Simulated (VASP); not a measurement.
# SrVO3 (Pm-3m) in VASP: notebook

Aim: see how the results for SrVO3 move with the level of theory and the settings. Levels: PBE, PBEsol, BLYP. Tasks: single point.

Everything below comes from runs of VASP 6.6.1. Logs are shortened: lines on timing, memory, paths and dates and some standing lists are left out, and cuts for length are marked.

## 1. The cell of the first run

Symmetry: Pm-3m, No. 221, cubic system. Conventional cell: a = 3.841 Å, b = 3.841 Å, c = 3.841 Å, α = 90.00°, β = 90.00°, γ = 90.00°. Sr (site symmetry m-3m) has 12 O at 2.72 Å and 8 V at 3.33 Å within 3.6 Å. Within 2.5 Å of V (site symmetry m-3m) lie 6 O at 1.92 Å. O (site symmetry 4/mmm) has 2 V at 1.92 Å within 2.5 Å.

## 2. Single point, PBE, collinear spin, ferromagnetic start

The input, INCAR:

```
  PREC = Accurate
  ENCUT = 520
  EDIFF = 1E-7
  ISMEAR = -1
  SIGMA = 0.1
  LREAL = F
  LASPH = T
  NELM = 150
  ALGO = Normal
  ISIF = 2
  LWAVE = F
  LCHARG = T
  ISPIN = 2
  MAGMOM = 0 2 0 0 0
  LORBIT = 11
  LMAXMIX = 4
  GGA = PE
  LELF = T
  LVHAR = T
  NBANDS = 32
```

The input, KPOINTS:

```
regular mesh
0
Gamma
  11 11 11
```

The input, POSCAR:

```
SrVO3
1.0
    3.8409000000      0.0000000000      0.0000000000
    0.0000000000      3.8409000000      0.0000000000
    0.0000000000      0.0000000000      3.8409000000
Sr V O
1 1 3
Direct
    0.5000000000      0.5000000000      0.5000000000
    0.0000000000      0.0000000000      0.0000000000
    0.0000000000      0.0000000000      0.5000000000
    0.0000000000      0.5000000000      0.0000000000
    0.5000000000      0.0000000000      0.0000000000
```

Potentials or basis: VASP PAW PBE potentials, release 64 (Sr_sv, V_sv, O).

Run with:

```bash
$ cat potpaw_PBE.64/Sr_sv/POTCAR potpaw_PBE.64/V_sv/POTCAR potpaw_PBE.64/O/POTCAR > POTCAR
$ mpirun -np 1 vasp_std > vasp.out
```

OUTCAR:

```text
PREC = Accurate
   ENCUT = 520
   EDIFF = 1E-7
   ISMEAR = -1
   LREAL = F
   LASPH = T
   NELM = 150
   ISIF = 2
   ISPIN = 2
   LORBIT = 11
   GGA = PE

 ion  position               nearest neighbor table
   1  0.500  0.500  0.500-   3 2.72   4 2.72   5 2.72   4 2.72   5 2.72   3 2.72   5 2.72   5 2.72
                             3 2.72   4 2.72   4 2.72   3 2.72   2 3.33   2 3.33   2 3.33   2 3.33
   2  0.000  0.000  0.000-   3 1.92   4 1.92   5 1.92   3 1.92   4 1.92   5 1.92   1 3.33   1 3.33
                             1 3.33   1 3.33   1 3.33   1 3.33   1 3.33   1 3.33
   3  0.000  0.000  0.500-   2 1.92   2 1.92   1 2.72   1 2.72   1 2.72   1 2.72
   4  0.000  0.500  0.000-   2 1.92   2 1.92   1 2.72   1 2.72   1 2.72   1 2.72
   5  0.500  0.000  0.000-   2 1.92   2 1.92   1 2.72   1 2.72   1 2.72   1 2.72

  LATTYP: Found a simple cubic cell.
 ALAT       =     3.8409000000

  Lattice vectors:

 A1 = (   3.8409000000,   0.0000000000,   0.0000000000)
 A2 = (   0.0000000000,   3.8409000000,   0.0000000000)
 A3 = (   0.0000000000,   0.0000000000,   3.8409000000)

Analysis of symmetry for initial positions (statically):
=====================================================================
 Subroutine PRICEL returns:
 Original cell was already a primitive cell.

 Routine SETGRP: Setting up the symmetry group for a
 simple cubic supercell.

 Subroutine GETGRP returns: Found 48 space group operations
 (whereof 48 operations were pure point group operations)
 out of a pool of 48 trial point group operations.

The static configuration has the point symmetry O_h .

Analysis of symmetry for dynamics (positions and initial velocities):
=====================================================================
 Subroutine PRICEL returns:
 Original cell was already a primitive cell.

 Routine SETGRP: Setting up the symmetry group for a
 simple cubic supercell.

 Subroutine GETGRP returns: Found 48 space group operations
 (whereof 48 operations were pure point group operations)
 out of a pool of 48 trial point group operations.

The dynamic configuration has the point symmetry O_h .

Analysis of structural, dynamic, and magnetic symmetry:
=====================================================================
 Subroutine PRICEL returns:
 Original cell was already a primitive cell.

 Routine SETGRP: Setting up the symmetry group for a
 simple cubic supercell.

 Subroutine GETGRP returns: Found 48 space group operations
 (whereof 48 operations were pure point group operations)
 out of a pool of 48 trial point group operations.

The overall configuration has the point symmetry O_h .

[... 130 lines left out ...]
   LHFCALC =     F    Hartree Fock is set to
   AEXX    =    0.0000 exact exchange contribution
   IVDW    =     0    specifies the selected vdW correction
   LEPSILON=     F    determine dielectric tensor
   LRPA    =     F    only Hartree local field effects (RPA)
 spin polarized calculation
  energy-cutoff  :      520.00
  volume of cell :       56.66
 maximum number of plane-waves:      1551
 NGX is ok and might be reduce to    30
   NGX = 15   NGY = 15   NGZ = 15

 number of electron      41.0000017 magnetization       0.0003040

 Free energy of the ion-electron system (eV)
  ---------------------------------------------------
  ext. energy  EPLUGINS =         0.00000000
  ---------------------------------------------------
  free energy    TOTEN  =       -39.29693646 eV

  energy without entropy =      -39.24482711  energy(sigma->0) =      -39.27088179

 E-fermi :   6.2940     XC(G=0): -11.5748

 val. band max:        6.2144795650   @ k =   0.1818   0.1818   0.0909
 cond. band min:       6.3163883822   @ k =   0.1818   0.1818   0.1818
 fundamental gap:      0.1019088172
 Fermi energy:         6.2940496491

 spin component 1

 k-point     1 :       0.0000    0.0000    0.0000
  band No.  band energies     occupation
      1     -59.5527      1.00000
      2     -33.3883      1.00000
      3     -33.3883      1.00000
      4     -33.3883      1.00000
      5     -28.2585      1.00000
      6     -13.4681      1.00000
[... 829 lines left out ...]
     31      13.8400      0.00000
     32      19.3489      0.00000

 [... further k-points ...]

 spin component 2

 k-point     1 :       0.0000    0.0000    0.0000
  band No.  band energies     occupation
      1     -59.5524      1.00000
      2     -33.3879      1.00000
      3     -33.3879      1.00000
      4     -33.3879      1.00000
      5     -28.2585      1.00000
      6     -13.4681      1.00000
[... 829 lines left out ...]
     31      13.8401      0.00000
     32      19.3490      0.00000

 [... further k-points ...]
[... 5 lines left out ...]
  --------------------------------------------------------------------------------------
  -------------------------------------------------------------------------------------
  Total        1.2184249      1.2184249      1.2184249      0.0000000      0.0000000      0.0000000
  in kB       34.4516751     34.4516751     34.4516751      0.0000000      0.0000000      0.0000000
  external PRESSURE =      34.4516751 kB  Pullay stress =       0.0000000 kB

 VOLUME and BASIS-vectors are now :
 -----------------------------------------------------------------------------
  energy-cutoff  :      520.00
  volume of cell :       56.66
      direct lattice vectors                 reciprocal lattice vectors
     3.840900000  0.000000000  0.000000000     0.260355646  0.000000000  0.000000000
     0.000000000  3.840900000  0.000000000     0.000000000  0.260355646  0.000000000
     0.000000000  0.000000000  3.840900000     0.000000000  0.000000000  0.260355646

 POSITION                                       TOTAL-FORCE (eV/Angst)
 -----------------------------------------------------------------------------------
      1.92045      1.92045      1.92045         0.000000      0.000000      0.000000
      0.00000      0.00000      0.00000         0.000000      0.000000      0.000000
      0.00000      0.00000      1.92045         0.000000      0.000000      0.000000
      0.00000      1.92045      0.00000         0.000000      0.000000      0.000000
      1.92045      0.00000      0.00000         0.000000      0.000000      0.000000
 -----------------------------------------------------------------------------------
    total drift:                               -0.000000     -0.000000      0.000000

  FREE ENERGIE OF THE ION-ELECTRON SYSTEM (eV)
  ---------------------------------------------------
  free  energy   TOTEN  =       -39.2969364578 eV

  energy  without entropy=      -39.2448271137  energy(sigma->0) =      -39.27088179

 total charge

# of ion       s       p       d       tot
------------------------------------------
    1        2.000   5.803   0.219   8.021
    2        2.285   6.350   2.956  11.591
    3        1.565   3.483   0.000   5.047
    4        1.565   3.483   0.000   5.047
    5        1.565   3.483   0.000   5.047
--------------------------------------------------
tot          8.979  22.601   3.175  34.754

 magnetization (x)

# of ion       s       p       d       tot
------------------------------------------
    1       -0.000  -0.000   0.000  -0.000
    2        0.000   0.000   0.000   0.000
    3       -0.000  -0.000   0.000  -0.000
    4       -0.000  -0.000   0.000  -0.000
    5       -0.000  -0.000   0.000  -0.000
--------------------------------------------------
tot          0.000  -0.000   0.000   0.000
```

Wall time 2.6 min (1 thread of AMD EPYC 9R45 (Zen 5), shared host); peak memory 0.27 GiB.

What came out:

| Item | Value |
| --- | --- |
| Free energy | -39.2969 eV |
| Pressure | 3.4 GPa |
| Net moment | 0.00 μB per cell |
| Valence electrons inside the program's atomic spheres | Sr 8.02; V 11.59; O 5.05 |

Caveat: the cell stands under pressure; the moments typed at the start vanished in this run; semilocal functionals often make such compounds metallic where correlation or magnetic order opens a gap, which also shifts bond lengths.

## 3. Single point, PBE, collinear spin, ferromagnetic start

The input, INCAR:

```
ALGO = Normal
EDIFF = 1E-7
ENCUT = 520
GGA = PE
ISIF = 2
ISMEAR = -1
ISPIN = 2
LASPH = True
LCHARG = True
LELF = True
LMAXMIX = 4
LORBIT = 11
LREAL = False
LVHAR = True
LWAVE = False
MAGMOM = 0 2 0 0 0
NBANDS = 32
NELM = 150
PREC = Accurate
SIGMA = 0.05
```

The input, KPOINTS:

```
k-points
0
Gamma
  3 3 3
```

POSCAR is that of step 2.

Potentials or basis: VASP PAW PBE potentials, release 64 (Sr_sv, V_sv, O).

Run with:

```bash
$ cat potpaw_PBE.64/Sr_sv/POTCAR potpaw_PBE.64/V_sv/POTCAR potpaw_PBE.64/O/POTCAR > POTCAR
$ mpirun -np 1 vasp_std > vasp.out
```

It took 50 s on 1 thread of Intel Xeon 8259CL, shared host; peak memory 0.19 GiB.

It converged, with:

```yaml
Free_energy: -39.2181 eV
Pressure: 3.7 GPa
Net_moment: 0.33 μB per cell
Site_moments: Sr -0.00; V +0.30; O +0.01 μB
Valence_electrons_inside_the_program's_atomic_spheres: Sr 8.02; V 11.58; O 5.05
```

Levels at points of the mesh, in eV from the Fermi level:
Spin up:
| k point | band 18 | band 19 | band 20 | band 21 | band 22 | band 23 |
| --- | --- | --- | --- | --- | --- | --- |
| (0.00, 0.00, 0.00) | -2.74 | -2.74 | -2.74 | -1.50 | -1.50 | -1.50 |
Spin down:
```
           k point  band 16  band 17  band 18  band 19  band 20  band 21  band 22  band 23  band 24  band 25
(0.00, 0.00, 0.00)    -3.56    -3.56    -2.73    -2.73    -2.73    -1.15    -1.15    -1.15     0.99     0.99
```

Caveat: the k points lie up to 0.55 Å⁻¹ apart; a moment this small can come from the mesh or the smearing; semilocal functionals often make such compounds metallic where correlation or magnetic order opens a gap, which also shifts bond lengths. With open d or f shells a metallic result of PBE can be an artefact of self-interaction; +U or a hybrid may open a gap.

## 4. Single point, PBEsol, collinear spin, ferromagnetic start

The input, INCAR:

```
SYSTEM = SrVO3
PREC = Accurate
ENCUT = 520
EDIFF = 1E-6
ISMEAR = -1
SIGMA = 0.05
LREAL = .False.
LASPH = .True.
NELM = 150
ALGO = Normal
ISIF = 2
LWAVE = .False.
LCHARG = .False.
ISPIN = 2
MAGMOM = 0 2 0 0 0
LORBIT = 11
LMAXMIX = 4
GGA = PS
NBANDS = 32
```

The input, KPOINTS:

```
regular mesh
0
Gamma
  7 7 7
  0 0 0
```

POSCAR is that of step 3.

Potentials or basis: VASP PAW PBE potentials, release 64 (Sr_sv, V_sv, O).

Run with:

```bash
$ cat potpaw_PBE.64/Sr_sv/POTCAR potpaw_PBE.64/V_sv/POTCAR potpaw_PBE.64/O/POTCAR > POTCAR
$ mpirun -np 1 vasp_std > vasp.out
```

OUTCAR:

```text
SYSTEM = SrVO3
   PREC = Accurate
   ENCUT = 520
   EDIFF = 1E-6
   ISMEAR = -1
   LREAL = .False.
   LASPH = .True.
   NELM = 150
   ISIF = 2
   ISPIN = 2
   LORBIT = 11
   GGA = PS

 ion  position               nearest neighbor table
   1  0.500  0.500  0.500-   3 2.72   4 2.72   5 2.72   4 2.72   5 2.72   3 2.72   5 2.72   5 2.72
                             3 2.72   4 2.72   4 2.72   3 2.72   2 3.33   2 3.33   2 3.33   2 3.33
   2  0.000  0.000  0.000-   3 1.92   4 1.92   5 1.92   3 1.92   4 1.92   5 1.92   1 3.33   1 3.33
                             1 3.33   1 3.33   1 3.33   1 3.33   1 3.33   1 3.33
   3  0.000  0.000  0.500-   2 1.92   2 1.92   1 2.72   1 2.72   1 2.72   1 2.72
   4  0.000  0.500  0.000-   2 1.92   2 1.92   1 2.72   1 2.72   1 2.72   1 2.72
   5  0.500  0.000  0.000-   2 1.92   2 1.92   1 2.72   1 2.72   1 2.72   1 2.72

[... 1633 lines left out ...]
      1.92045      1.92045      1.92045         0.000000      0.000000      0.000000
      0.00000      0.00000      0.00000         0.000000      0.000000      0.000000
      0.00000      0.00000      1.92045         0.000000      0.000000      0.000000
      0.00000      1.92045      0.00000         0.000000      0.000000      0.000000
      1.92045      0.00000      0.00000         0.000000      0.000000      0.000000
 -----------------------------------------------------------------------------------
    total drift:                                0.000000     -0.000000      0.000000

  FREE ENERGIE OF THE ION-ELECTRON SYSTEM (eV)
  ---------------------------------------------------
  free  energy   TOTEN  =       -41.4018383680 eV

  energy  without entropy=      -41.3901775245  energy(sigma->0) =      -41.39600795

 total charge

# of ion       s       p       d       tot
------------------------------------------
    1        1.998   5.766   0.223   7.987
    2        2.289   6.356   2.969  11.614
    3        1.559   3.460   0.000   5.019
    4        1.559   3.460   0.000   5.019
    5        1.559   3.460   0.000   5.019
--------------------------------------------------
tot          8.964  22.504   3.192  34.660

 magnetization (x)

# of ion       s       p       d       tot
------------------------------------------
    1        0.000   0.000   0.000   0.000
    2       -0.000  -0.000  -0.001  -0.001
    3        0.000   0.000   0.000   0.000
    4        0.000   0.000   0.000   0.000
    5        0.000   0.000   0.000   0.000
--------------------------------------------------
tot         -0.000   0.000  -0.001  -0.001
```

OSZICAR:

```text
N       E                     dE             d eps       ncg     rms          rms(c)
DAV:   1     0.369615045487E+03    0.36962E+03   -0.21274E+04  2560   0.132E+03
DAV:   2    -0.279018087560E+02   -0.39752E+03   -0.38037E+03  3048   0.387E+02
DAV:   3    -0.502418243099E+02   -0.22340E+02   -0.22126E+02  3272   0.958E+01
DAV:   4    -0.508872411620E+02   -0.64542E+00   -0.64441E+00  3648   0.118E+01
DAV:   5    -0.508990760391E+02   -0.11835E-01   -0.11833E-01  3216   0.127E+00    0.402E+01
DAV:   6    -0.428243553482E+02    0.80747E+01   -0.41348E+01  2792   0.573E+01    0.178E+01
DAV:   7    -0.420644997260E+02    0.75986E+00   -0.17708E+01  2704   0.373E+01    0.180E+01
DAV:   8    -0.413977505566E+02    0.66675E+00   -0.19491E+00  2872   0.122E+01    0.497E+00
DAV:   9    -0.414378937700E+02   -0.40143E-01   -0.22083E-01  3440   0.346E+00    0.241E+00
DAV:  10    -0.414042548733E+02    0.33639E-01   -0.80806E-02  2872   0.258E+00    0.705E-01
DAV:  11    -0.414016140517E+02    0.26408E-02   -0.11104E-02  3064   0.838E-01    0.271E-01
DAV:  12    -0.414018966021E+02   -0.28255E-03   -0.26693E-03  3040   0.326E-01    0.112E-01
DAV:  13    -0.414019685160E+02   -0.71914E-04   -0.21880E-04  3136   0.914E-02    0.111E-01
DAV:  14    -0.414018788329E+02    0.89683E-04   -0.94223E-05  3048   0.891E-02    0.612E-02
DAV:  15    -0.414018379546E+02    0.40878E-04   -0.10689E-04  2912   0.884E-02    0.768E-03
DAV:  16    -0.414018383680E+02   -0.41343E-06   -0.47803E-06  2816   0.138E-02
   1 F= -.41401838E+02 E0= -.41396008E+02  d E =-.116608E-01  mag=    -0.0010
```

Wall time 2.1 min (1 thread of Intel Xeon 8259CL, shared host); peak memory 0.23 GiB.

Results:

```
Free energy                                           : -41.4018 eV
Pressure                                              : -4.0 GPa
Net moment                                            : 0.00 μB per cell
Valence electrons inside the program's atomic spheres : Sr 7.99; V 11.61; O 5.02
```

Caveat: the cell stands under tension; the moments typed at the start vanished in this run; the PAW data sets were made with another functional, which shifts forces and pressure a little; semilocal functionals often make such compounds metallic where correlation or magnetic order opens a gap, which also shifts bond lengths.

## 5. Single point, BLYP, collinear spin, ferromagnetic start

The input, INCAR:

```
SYSTEM = SrVO3
  PREC = Accurate
  ENCUT = 520
  EDIFF = 1E-6
  ISMEAR = -1
  SIGMA = 0.05
  LREAL = .FALSE.
  LASPH = .TRUE.
  NELM = 150
  ALGO = Normal
  ISIF = 2
  LWAVE = .FALSE.
  LCHARG = .FALSE.
  ISPIN = 2
  MAGMOM = 0 2 0 0 0
  LORBIT = 11
  LMAXMIX = 4
  GGA = B5
  ALDAX = 1.0
  AGGAX = 1.0
  AGGAC = 1.0
  ALDAC = 0.0
  NBANDS = 32
```

The input, KPOINTS:

```
regular mesh
0
G
  7 7 7
  0 0 0
```

POSCAR is that of step 4.

Run with:

```bash
$ cat potpaw_PBE.64/Sr_sv/POTCAR potpaw_PBE.64/V_sv/POTCAR potpaw_PBE.64/O/POTCAR > POTCAR
$ mpirun -np 1 vasp_std > vasp.out
```

It took 2.6 min on 1 thread of Intel Xeon 8259CL, shared host; peak memory 0.23 GiB.

It converged, with:

| Item | Value |
| --- | --- |
| Free energy | -37.3229 eV |
| Pressure | 9.3 GPa |
| Net moment | 0.00 μB per cell |
| Valence electrons inside the program's atomic spheres | Sr 8.04; V 11.59; O 5.06 |

Levels at points of the mesh, in eV from the Fermi level:
Spin up:
```tsv
k point	band 17	band 18	band 19	band 20	band 21	band 22	band 23	band 24
(0.00, 0.00, 0.00)	-3.15	-2.32	-2.32	-2.32	-0.84	-0.84	-0.84	1.37
```
Spin down:
```tsv
k point	band 18	band 19	band 20	band 21	band 22	band 23
(0.00, 0.00, 0.00)	-2.32	-2.32	-2.32	-0.84	-0.84	-0.84
```

Caveat: the cell stands under pressure; the moments typed at the start vanished in this run; the PAW data sets were made with another functional, which shifts forces and pressure a little; semilocal functionals often make such compounds metallic where correlation or magnetic order opens a gap, which also shifts bond lengths.

## 6. Summary

| level | k mesh | smearing | gap on the mesh (eV) | pressure (GPa) | moment (μB) |
| --- | --- | --- | --- | --- | --- |
| PBE | 11 × 11 × 11 | fermi-dirac 0.1 eV | none | 3.4 | 0.00 |
| PBE | 3 × 3 × 3 | fermi-dirac 0.05 eV | none | 3.7 | 0.33 |
| PBEsol | 7 × 7 × 7 | fermi-dirac 0.05 eV | none | -4.0 | 0.00 |
| BLYP | 7 × 7 × 7 | fermi-dirac 0.05 eV | none | 9.3 | 0.00 |

Alike in all rows: task single point; potentials or basis VASP PAW PBE potentials, release 64 (Sr_sv, V_sv, O); spin collinear, ferromagnetic start; cell as given; cutoff (eV) 520.

Caveats: some runs use coarse meshes; semilocal functionals often make such compounds metallic where correlation or magnetic order opens a gap, which also shifts bond lengths; the moments typed at the start vanished in this run (at least some runs); the cell stands under pressure (at least some runs); the PAW data sets were made with another functional, which shifts forces and pressure a little (at least some runs); a moment this small can come from the mesh or the smearing (at least some runs); the cell stands under tension (at least some runs).

Total energies depend on the potentials used, so only differences within one code and one set of settings carry meaning.

The gap in the log of VASP goes by the Fermi energy; the results here count the filled bands.